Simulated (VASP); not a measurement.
# AgB2 (P6/mmm) in VASP: a series of runs

AgB2 is run at these levels: PBE-based screened hybrid with 25 % exact exchange, PBE-based global hybrid with 10 % exact exchange, PBE-based screened hybrid with 20 % exact exchange; tasks: single point.

Program: VASP 6.6.1. These are calculated values, not measurements. Logs are shortened: lines on timing, memory, paths and dates and some standing lists are left out, and cuts for length are marked.

### 1 The cell of the first run

It takes space group P6/mmm (No. 191, hexagonal). The conventional cell has a = 2.844 Å, b = 2.844 Å, c = 3.605 Å, α = 90.00°, β = 90.00°, γ = 120.00°. Within 3.2 Å of Ag (site symmetry 6/mmm) lie 12 B at 2.44 Å and 6 Ag at 2.84 Å. B (site symmetry -6m2) has 3 B at 1.64 Å within 2.2 Å.

### 2 Single point, PBE-based screened hybrid with 25 % exact exchange

Contents of POSCAR:

```
AgB2
1.0
    2.8442575066      0.0000000000      0.0000000000
   -1.4221287533      2.4631992556      0.0000000000
    0.0000000000      0.0000000000      3.6045385983
Ag B
1 2
Direct
    0.0000000000      0.0000000000      0.0000000000
    0.3333333333      0.6666666667      0.5000000000
    0.6666666667      0.3333333333      0.5000000000
```

Contents of INCAR.step1:

```
ALGO = Normal
EDIFF = 1E-5
ENCUT = 520
GGA = PE
ISIF = 2
ISMEAR = 0
LASPH = True
LCHARG = False
LREAL = False
LUSENCCL = False
LWAVE = True
NBANDS = 16
NELM = 80
PREC = Accurate
SIGMA = 0.05
```

Contents of INCAR.step2:

```
AEXX = 0.25
ALGO = Normal
EDIFF = 1E-6
ENCUT = 520
GGA = PE
HFSCREEN = 0.15
ISIF = 2
ISMEAR = 0
ISTART = 1
LASPH = True
LCHARG = False
LHFCALC = True
LREAL = False
LUSENCCL = False
LWAVE = False
NBANDS = 16
NELM = 80
PREC = Accurate
PRECFOCK = Normal
SIGMA = 0.05
```

Contents of KPOINTS:

```
k-points
0
Gamma
  8 8 6
```

Potentials or basis: VASP PAW PBE potentials, release 64 (Ag, B).

On the command line:

```sh
$ cat potpaw_PBE.64/Ag/POTCAR potpaw_PBE.64/B/POTCAR > POTCAR
$ cp INCAR.step1 INCAR
$ mpirun -np 1 vasp_std > vasp.out
$ cp INCAR.step2 INCAR
$ mpirun -np 1 vasp_std > vasp.out
```

OUTCAR:

```text
AEXX = 0.25
   EDIFF = 1E-6
   ENCUT = 520
   GGA = PE
   HFSCREEN = 0.15
   ISIF = 2
   ISMEAR = 0
   ISTART = 1
   LASPH = True
   LHFCALC = True
   LREAL = False
   NELM = 80
   PREC = Accurate
   PRECFOCK = Normal

 ion  position               nearest neighbor table
   1  0.000  0.000  0.000-   2 2.44   3 2.44   2 2.44   3 2.44   2 2.44   2 2.44   3 2.44   3 2.44
                             3 2.44   3 2.44   2 2.44   2 2.44
   2  0.333  0.667  0.500-   3 1.64   3 1.64   3 1.64   1 2.44   1 2.44   1 2.44   1 2.44   1 2.44
                             1 2.44
   3  0.667  0.333  0.500-   2 1.64   2 1.64   2 1.64   1 2.44   1 2.44   1 2.44   1 2.44   1 2.44
                             1 2.44

  LATTYP: Found a hexagonal cell.
 ALAT       =     2.8442575066
 C/A-ratio  =     1.2673038886

  Lattice vectors:

 A1 = (   2.8442575066,   0.0000000000,   0.0000000000)
 A2 = (  -1.4221287533,   2.4631992556,   0.0000000000)
 A3 = (   0.0000000000,   0.0000000000,   3.6045385983)

Analysis of symmetry for initial positions (statically):
=====================================================================
 Subroutine PRICEL returns:
 Original cell was already a primitive cell.

 Routine SETGRP: Setting up the symmetry group for a
 hexagonal supercell.

 Subroutine GETGRP returns: Found 24 space group operations
 (whereof 24 operations were pure point group operations)
 out of a pool of 24 trial point group operations.

The static configuration has the point symmetry D_6h.

Analysis of symmetry for dynamics (positions and initial velocities):
=====================================================================
 Subroutine PRICEL returns:
 Original cell was already a primitive cell.

 Routine SETGRP: Setting up the symmetry group for a
 hexagonal supercell.

 Subroutine GETGRP returns: Found 24 space group operations
 (whereof 24 operations were pure point group operations)
 out of a pool of 24 trial point group operations.

The dynamic configuration has the point symmetry D_6h.

 Subroutine INISYM returns: Found 24 space group operations
 (whereof 24 operations are pure point group operations),
 and found     1 'primitive' translations

----------------------------------------------------------------------------------------

                                     Primitive cell

  volume of cell :      25.2533

  direct lattice vectors                    reciprocal lattice vectors
     2.844257507  0.000000000  0.000000000     0.351585606  0.202988044 -0.000000000
    -1.422128753  2.463199256  0.000000000     0.000000000  0.405976089  0.000000000
     0.000000000  0.000000000  3.604538598     0.000000000 -0.000000000  0.277428018

  length of vectors
     2.844257507  2.844257507  3.604538598     0.405976089  0.405976089  0.277428018

  position of ions in fractional coordinates (direct lattice)
     0.000000000  0.000000000  0.000000000
     0.333333333  0.666666667  0.500000000
     0.666666667  0.333333333  0.500000000

  ion indices of the primitive-cell ions
   primitive index   ion index
                 1           1
                 2           2
                 3           3

----------------------------------------------------------------------------------------

 KPOINTS: k-points

Automatic generation of k-mesh.
 Grid dimensions read from file:
 generate k-points for:    8    8    6

 Generating k-lattice:

  Cartesian coordinates                     Fractional coordinates (reciprocal lattice)
     0.043948201  0.025373506 -0.000000000     0.125000000  0.000000000  0.000000000
     0.000000000  0.050747011  0.000000000     0.000000000  0.125000000  0.000000000
     0.000000000 -0.000000000  0.046238003     0.000000000  0.000000000  0.166666667

  Length of vectors
     0.050747011  0.050747011  0.046238003

  Shift w.r.t. Gamma in fractional coordinates (k-lattice)
     0.000000000  0.000000000  0.000000000

 Subroutine IBZKPT returns following result:
 ===========================================

 Found     40 irreducible k-points:

 Following reciprocal coordinates:
            Coordinates               Weight
  0.000000  0.000000  0.000000      1.000000
  0.125000  0.000000  0.000000      6.000000
  0.250000  0.000000  0.000000      6.000000
  0.375000  0.000000  0.000000      6.000000
  0.500000  0.000000  0.000000      3.000000
  0.125000  0.125000  0.000000      6.000000
[... 16 lines left out ...]
  0.250000  0.000000  0.333333     12.000000
  0.375000  0.000000  0.333333     12.000000
 [... further k-points ...]
   k-points           NKPTS =     40   k-points in BZ     NKDIM =    384   number of bands    NBANDS=     16
   number of dos      NEDOS =    301   number of ions     NIONS =      3
   total plane-waves  NPLWV =  16128
   dimension x,y,z NGX =    24 NGY =   24 NGZ =   28
   dimension x,y,z NGXF=    48 NGYF=   48 NGZF=   56
   ions per type =               1   2
   NGX,Y,Z   is equivalent  to a cutoff of  14.03, 14.03, 12.91 a.u.
   NGXF,Y,Z  is equivalent  to a cutoff of  28.06, 28.06, 25.83 a.u.
 SYSTEM =  unknown system
   PREC   = accura    normal or accurate (medium, high low for compatibility)
   ISTART =      1    job   : 0-new  1-cont  2-samecut
   ICHARG =      0    charge: 1-file 2-atom 10-const
   ISPIN  =      1    spin polarized calculation?
   LNONCOLLINEAR =      F non collinear calculations
   LSORBIT =      F    spin-orbit coupling
   LASPH  =      T    aspherical Exc in radial PAW
   ENCUT  =  520.0 eV  38.22 Ry    6.18 a.u.   5.29  5.29  6.70*2*pi/ulx,y,z
   NELM   =     80;   NELMIN=  2; NELMDL=  0     # of ELM steps
   EDIFF  = 0.1E-05   stopping-criterion for ELM
   LREAL  =      F    real-space projection
   EDIFFG = 0.1E-04   stopping-criterion for IOM
   NSW    =      0    number of steps for IOM
   IBRION =     -1    ionic relax: 0-MD 1-quasi-New 2-CG
   NFREE  =      0    steps in history (QN), initial steepest desc. (CG)
   ISIF   =      2    stress and relaxation
   ISYM   =      3    0-nonsym 1-usesym 2-fastsym
   POTIM  = 0.5000    time-step for ionic-motion
   TEBEG  =    0.0;   TEEND  =   0.0 temperature during run
   PSTRESS=    0.0 pullay stress
   NELECT =      17.0000    total number of electrons
   NUPDOWN=      -1.0000    fix difference up-down
   EMIN   =  10.00;   EMAX   =-10.00  energy-range for DOS
   EFERMI =   0.00;   METHOD = LEGACY
   ISMEAR =     0;   SIGMA  =   0.05  broadening in eV -4-tet -1-fermi 0-gaus
   EFERMI_NEDOS =   21; number of points for ismear=-14 and -15
   IALGO  =     38    algorithm
   IMIX   =      1    mixing-type and parameters
     AMIX     =   0.40;   BMIX     =  1.00
     AMIX_MAG =   1.60;   BMIX_MAG =  1.00
  volume/ion in A,a.u.               =       8.42        56.81
  Fermi-wavevector in a.u.,A,eV,Ry     =   1.434779  2.711340 28.008838  2.058592
  Thomas-Fermi vector in A             =   2.554150
   LORBIT       =      0    0 simple, 1 ext, 2 COOP (PROOUT), +10 PAW based schemes
   GGA     = PE    functional components
   LHFCALC =     T    Hartree Fock is set to
   PRECFOCK=normal    Normal, Fast or Accurate (Low or Medium for compatibility)
   ENCUT4O =  -1.0   cutoff for four orbital integrals eV
   NKREDX  =     1    reduce k-point grid by
   NKREDY  =     1    reduce k-point grid by
   NKREDZ  =     1    reduce k-point grid by
   AEXX    =    0.2500 exact exchange contribution
   HFSCREEN=    0.1500 screening length (either q_TF or 0.3 A-1)
   HFSCREENC=   0.1500 screening length for correlation (either q_TF or 0.3 A-1)
   ENCUTFOCK=  -1.0 apply spherical cutoff to Coloumb kernel
   IVDW    =     0    specifies the selected vdW correction
   LEPSILON=     F    determine dielectric tensor
   LRPA    =     F    only Hartree local field effects (RPA)
 non-spin polarized calculation
 Gauss-broadening in eV      SIGMA  =   0.05
  energy-cutoff  :      520.00
  volume of cell :       25.25
 maximum number of plane-waves:       709
 NGX is ok and might be reduce to    24
  NGX = 16; NGY = 16; NGZ = 24

 number of electron      17.0000000 magnetization

 Free energy of the ion-electron system (eV)
  ---------------------------------------------------
  ext. energy  EPLUGINS =         0.00000000
  ---------------------------------------------------
  free energy    TOTEN  =       -15.25454697 eV

  energy without entropy =      -15.25339311  energy(sigma->0) =      -15.25397004

 E-fermi :   9.9511     XC(G=0): -10.6816

 val. band max:        9.9114048621   @ k =   0.1250   0.0000   0.5000
 cond. band min:       9.9671549576   @ k =   0.2500   0.0000   0.5000
 fundamental gap:      0.0557500955
 Fermi energy:         9.9511435810

 k-point     1 :       0.0000    0.0000    0.0000
  band No.  band energies     occupation
      1      -5.9795      2.00000
      2       1.6596      2.00000
      3       2.7945      2.00000
      4       2.7945      2.00000
      5       4.2865      2.00000
      6       4.2865      2.00000
[... 8 lines left out ...]
     15      29.8959      0.00000
     16      30.9478      0.00000

 k-point     2 :       0.1250    0.0000    0.0000
  band No.  band energies     occupation
      1      -5.6250      2.00000
      2       1.8957      2.00000
      3       2.5620      2.00000
      4       3.0544      2.00000
      5       3.1001      2.00000
      6       4.2234      2.00000
[... 8 lines left out ...]
     15      30.9880      0.00000
     16      31.0955      0.00000

 k-point     3 :       0.2500    0.0000    0.0000
  band No.  band energies     occupation
      1      -4.5973      2.00000
      2       1.8190      2.00000
      3       2.0963      2.00000
      4       2.4875      2.00000
      5       3.7509      2.00000
      6       4.0761      2.00000
[... 8 lines left out ...]
     15      29.3250      0.00000
     16      30.3818      0.00000

 k-point     4 :       0.3750    0.0000    0.0000
  band No.  band energies     occupation
      1      -3.0052      2.00000
      2       0.9062      2.00000
      3       1.5084      2.00000
      4       2.1400      2.00000
      5       3.9346      2.00000
      6       4.6273      2.00000
[... 8 lines left out ...]
     15      27.4392      0.00000
     16      29.0692      0.00000
[... 324 lines left out ...]
 k-point    22 :       0.1250    0.0000    0.3333
  band No.  band energies     occupation
      1      -4.6498      2.00000
      2       0.5794      2.00000
      3       2.7861      2.00000
      4       3.1369      2.00000
      5       3.2425      2.00000
      6       3.8678      2.00000
[... 8 lines left out ...]
     15      27.8134      0.00000
     16      28.6678      0.00000

 k-point    23 :       0.2500    0.0000    0.3333
  band No.  band energies     occupation
      1      -3.8502      2.00000
      2       1.1475      2.00000
      3       2.5889      2.00000
      4       2.7350      2.00000
      5       3.3653      2.00000
      6       4.0015      2.00000
[... 8 lines left out ...]
     15      26.2895      0.00000
     16      26.5851      0.00000

 k-point    24 :       0.3750    0.0000    0.3333
  band No.  band energies     occupation
      1      -2.6669      2.00000
      2       0.6255      2.00000
      3       1.9241      2.00000
      4       2.9700      2.00000
      5       3.6370      2.00000
      6       4.7796      2.00000
[... 8 lines left out ...]
     15      27.4807      0.00000
     16      28.2546      0.00000

 [... further k-points ...]
[... 5 lines left out ...]
  --------------------------------------------------------------------------------------
  -------------------------------------------------------------------------------------
  Total        8.9098549      8.9098549      9.1542484      0.0000000      0.0000000     -0.0000000
  in kB      565.2792892    565.2792892    580.7846587      0.0000000      0.0000000     -0.0000000
  external PRESSURE =     570.4477457 kB  Pullay stress =       0.0000000 kB

 VOLUME and BASIS-vectors are now :
 -----------------------------------------------------------------------------
  energy-cutoff  :      520.00
  volume of cell :       25.25
      direct lattice vectors                 reciprocal lattice vectors
     2.844257507  0.000000000  0.000000000     0.351585606  0.202988044 -0.000000000
    -1.422128753  2.463199256  0.000000000     0.000000000  0.405976089  0.000000000
     0.000000000  0.000000000  3.604538598     0.000000000 -0.000000000  0.277428018

 POSITION                                       TOTAL-FORCE (eV/Angst)
 -----------------------------------------------------------------------------------
      0.00000      0.00000      0.00000        -0.000000      0.000000      0.000000
     -0.00000      1.64213      1.80227        -0.000000      0.000000     -0.000000
      1.42213      0.82107      1.80227         0.000000     -0.000000      0.000000
 -----------------------------------------------------------------------------------
    total drift:                                0.000001      0.000002     -0.000000

  FREE ENERGIE OF THE ION-ELECTRON SYSTEM (eV)
  ---------------------------------------------------
  free  energy   TOTEN  =       -15.2545469719 eV

  energy  without entropy=      -15.2533931064  energy(sigma->0) =      -15.25397004
```

Wall time 33 min (1 × NVIDIA H100 80GB with 1 thread of AMD EPYC 7R13 (Zen 3), shared host); peak memory 1.2 GiB.

What came out:

```yaml
Free_energy: -15.2545 eV
Pressure: 57.0 GPa
Band_gap_on_the_k_mesh: zero (an odd number of electrons rules out a gap without spin polarisation)
```

Stress tensor (GPa, compression positive):
```
56.53  0.00  0.00
 0.00 56.53  0.00
 0.00  0.00 58.08
```

Levels at points of the mesh, in eV from the Fermi level:
```
           k point  band 5  band 6  band 7  band 8  band 9  band 10  band 11  band 12
(0.00, 0.00, 0.00)   -5.66   -5.66   -5.07    1.67    1.67     4.12     8.65     8.65
(0.50, 0.00, 0.00)   -6.07   -4.81   -3.55   -3.12    3.25     4.74     5.62     8.86
(0.00, 0.00, 0.50)   -6.70   -5.99   -5.99    0.86    0.86    10.52    10.89    10.89
(0.50, 0.00, 0.50)   -5.69   -4.79   -4.15   -2.82   -0.50     2.27     7.86    12.28
```

Caveat: the cell stands under pressure; the PAW data sets were made with another functional, which shifts forces and pressure a little.

### 3 Single point, PBE-based global hybrid with 10 % exact exchange

POSCAR is that of step 2.

Contents of INCAR.step1:

```
SYSTEM = AgB2
ALGO = Normal
EDIFF = 1E-5
ENCUT = 520
GGA = PE
ISIF = 2
ISMEAR = 0
LASPH = .True.
LCHARG = .False.
LREAL = .False.
LUSENCCL = .False.
LWAVE = .True.
NBANDS = 16
NELM = 100
PREC = Accurate
SIGMA = 0.05
```

Contents of INCAR.step2:

```
SYSTEM = AgB2
AEXX = 0.1
ALGO = Normal
EDIFF = 1E-6
ENCUT = 520
GGA = PE
ISIF = 2
ISMEAR = 0
ISTART = 1
LASPH = .True.
LCHARG = .False.
LHFCALC = .True.
LREAL = .False.
LUSENCCL = .False.
LWAVE = .False.
NBANDS = 16
NELM = 100
PREC = Accurate
PRECFOCK = Normal
SIGMA = 0.05
```

Contents of KPOINTS:

```
k-points
0
Gamma
  8 8 6
  0 0 0
```

Potentials or basis: VASP PAW PBE potentials, release 64 (Ag, B).

On the command line:

```sh
$ cat potpaw_PBE.64/Ag/POTCAR potpaw_PBE.64/B/POTCAR > POTCAR
$ cp INCAR.step1 INCAR
$ mpirun -np 1 vasp_std > vasp.out
$ cp INCAR.step2 INCAR
$ mpirun -np 1 vasp_std > vasp.out
```

Wall time 23 min (1 × NVIDIA H100 80GB with 1 thread of AMD EPYC 7R13 (Zen 3), shared host); peak memory 1.2 GiB.

The run converged. Its results:

```yaml
Free_energy: -14.4942 eV
Pressure: 58.0 GPa
Band_gap_on_the_k_mesh: zero (an odd number of electrons rules out a gap without spin polarisation)
```

Stress tensor (GPa, compression positive):
```
57.94  0.00  0.00
 0.00 57.94  0.00
 0.00  0.00 58.08
```

Levels at points of the mesh, in eV from the Fermi level:
```tsv
k point	band 5	band 6	band 7	band 8	band 9	band 10	band 11	band 12
(0.00, 0.00, 0.00)	-5.20	-5.20	-5.00	1.53	1.53	3.66	8.06	8.06
(0.50, 0.00, 0.00)	-5.60	-4.40	-3.23	-2.95	2.78	4.30	5.12	8.19
(0.00, 0.00, 0.50)	-6.23	-5.52	-5.52	0.77	0.77	9.68	10.23	10.23
(0.50, 0.00, 0.50)	-5.24	-4.38	-4.20	-2.52	-0.41	1.90	7.31	11.57
```

Caveat: the cell stands under pressure; the PAW data sets were made with another functional, which shifts forces and pressure a little.

(Part 1 of 2 ends here.)
